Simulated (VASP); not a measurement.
Set up this calculation in VASP 6.6.1, as the native input.

```
Task                   : single point
Functional             : PBEsol
Potentials or basis    : VASP PAW PBE potentials, release 64 (Sc_sv)
Cutoff                 : 520 eV
k mesh                 : 9 × 9 × 5
Occupations            : fermi-dirac, width 0.05 eV
Spin                   : no spin polarisation
Dipole correction      : no
Further INCAR settings : ALGO = Normal; EDIFF = 1e-06; NBANDS = 18
```

The structure of Sc lies in POSCAR:

```
Sc
1.0
    3.3738988294      0.0000000000      0.0000000000
   -1.6869494147      2.9218820960      0.0000000000
    0.0000000000      0.0000000000      5.3767242965
Sc
2
Direct
    0.6666666667      0.3333333333      0.7500000000
    0.3333333333      0.6666666667      0.2500000000
```

These files were run (other wordings do the same):

INCAR

```
PREC = Accurate
ENCUT = 520
EDIFF = 1E-6
ISMEAR = -1
SIGMA = 0.05
LREAL = F
LASPH = T
NELM = 60
ALGO = Normal
ISIF = 2
LWAVE = F
LCHARG = F
GGA = PS
NBANDS = 18
```

KPOINTS

```
regular mesh
0
Gamma
  9 9 5
```

Potentials or basis: VASP PAW PBE potentials, release 64 (Sc_sv).

Launch:

```sh
$ cat potpaw_PBE.64/Sc_sv/POTCAR > POTCAR
$ mpirun -np 1 vasp_std > vasp.out
```

It gave:

```
Pressure               : -5.3 GPa
Band gap on the k mesh : zero (bands 11 and 12 overlap by 1.01 eV)
```

Caveat: the cell stands under tension; the PAW data sets were made with another functional, which shifts forces and pressure a little.

Wall time 16 s on 1 thread of Intel(R) Xeon(R) 6975P-C (Granite Rapids) (shared host), peak memory 0.18 GiB.
